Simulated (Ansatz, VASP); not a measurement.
**One calculation of C, two programs**

Contents of POSCAR:

```
C
1.0
    2.4559134450      0.0000000000      0.0000000000
   -1.2279567225      2.1268834329      0.0000000000
    0.0000000000      0.0000000000      7.0106290262
C
4
Direct
    1.0000000000      1.0000000000      0.2500000000
    0.0000000000      0.0000000000      0.7500000000
    0.3333333333      0.6666666667      0.2500000000
    0.6666666667      0.3333333333      0.7500000000
```

INCAR.step1

```
SYSTEM = C
PREC = Accurate ; ENCUT = 520
ISMEAR = -1 ; SIGMA = 0.05
LREAL = .FALSE. ; LASPH = .TRUE.
NELM = 100 ; NBANDS = 16
GGA = PE ; ALGO = Normal
EDIFF = 1E-4 ; LWAVE = .TRUE.
LCHARG = .FALSE.
```

Contents of INCAR.step2:

```
SYSTEM = C
PREC = Accurate ; ENCUT = 520
EDIFF = 1E-7 ; ISMEAR = -1
SIGMA = 0.05 ; LREAL = .FALSE.
LASPH = .TRUE. ; NELM = 100
ALGO = Normal ; ISIF = 2
LWAVE = .FALSE. ; LCHARG = .FALSE.
METAGGA = R2SCAN ; LMIXTAU = .TRUE.
NBANDS = 16 ; ISTART = 1
```

Contents of KPOINTS:

```
Automatic mesh
0
G
  7 7 2
  0 0 0
```

Input for Ansatz:

```yaml
crystal:
  lattice:
    - [2.455913445, 0.0, 0.0]
    - [-1.2279567225, 2.1268834329, 0.0]
    - [0.0, 0.0, 7.0106290262]
  atoms:
    - { symbol: C, position: [1.0, 1.0, 0.25] }
    - { symbol: C, position: [0.0, 0.0, 0.75] }
    - { symbol: C, position: [0.3333333333, 0.6666666667, 0.25] }
    - { symbol: C, position: [0.6666666667, 0.3333333333, 0.75] }
hamiltonian:
  xc: r2scan
  pseudopotentials:
    kind: paw
    azcp:
      C: "pseudopotentials/C.paw.azcp"
basis:
  ecutwfc: 500
  fft_grid_basis: typed
kpoints:
  mp_grid: { grid: [7, 7, 2], shift: [0, 0, 0] }
magnetization:
  spin_polarized: false
scf:
  occupations: { method: fermi_dirac, width: 0.05 }
  lower_state_search: "off"
output:
  stress: true
  write_density: true
  write_potential: true
  elf: true
  volumetric_format: npy
```

Alike in both runs: task single point; functional r2SCAN; k mesh 7 × 7 × 2; occupations fermi-dirac, width 0.05 eV; no spin polarisation.

```csv
,VASP,Ansatz
version,VASP 6.6.1,Ansatz 0.2.0
potentials or method,"VASP PAW PBE potentials, release 64 (C), cutoff 520 eV","plane waves (500 eV) with PAW, scalar-relativistic"
valence electrons in the cell,16,16
```

|  | VASP | Ansatz | Ansatz less VASP |
| --- | --- | --- | --- |
| gap on the k mesh at the Fermi level (eV) | 2.47 | 2.47 | -0.001 |
| pressure (GPa) | 0.6 | -0.1 | -0.64 |
| traceless stress, the component that is largest in VASP (GPa) | -0.37 | 0.38 | +0.757 |

VASP's potentials were made for PBE, not for r2SCAN. The functional is the same, so the differences come from potentials, cutoffs and numerics.

The k mesh is coarse, so the values compare programs but aren't converged.
